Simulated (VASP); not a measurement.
Here is a VASP 6.6.1 calculation.

File INCAR:

```
ALGO = Normal
EDIFF = 1E-6
ENCUT = 520
GGA = PE
ISIF = 2
ISMEAR = 0
LASPH = True
LCHARG = False
LREAL = False
LWAVE = False
NBANDS = 11
NELM = 100
PREC = Accurate
SIGMA = 0.05
```

File KPOINTS:

```
k-points
0
Gamma
  10 10 10
```

File POSCAR:

```
Si
1.0
    0.0000000000      2.7319293941      2.9381900634
    2.7319293941      0.0000000000      2.9381900634
    2.7319293941      2.7319293941      0.0000000000
Si
2
Direct
    0.5000000000      0.5000000000      0.5000000000
    0.7500000000      0.7500000000      0.7500000000
```

Potentials or basis: VASP PAW PBE potentials, release 64 (Si).

Run with:

```bash
$ cat potpaw_PBE.64/Si/POTCAR > POTCAR
$ mpirun -np 1 vasp_std > vasp.out
```

Problem. Predict the pressure.

Solution. -5.4 GPa.

Problem. What does it give for the band gap on the k mesh?

Solution. 0.35 eV, indirect (least direct gap 1.85 eV).

Stress tensor (GPa, compression positive):
```
 -2.90   0.00   0.00
  0.00  -2.90   0.00
  0.00   0.00 -10.50
```

 A k mesh can miss the band edges.
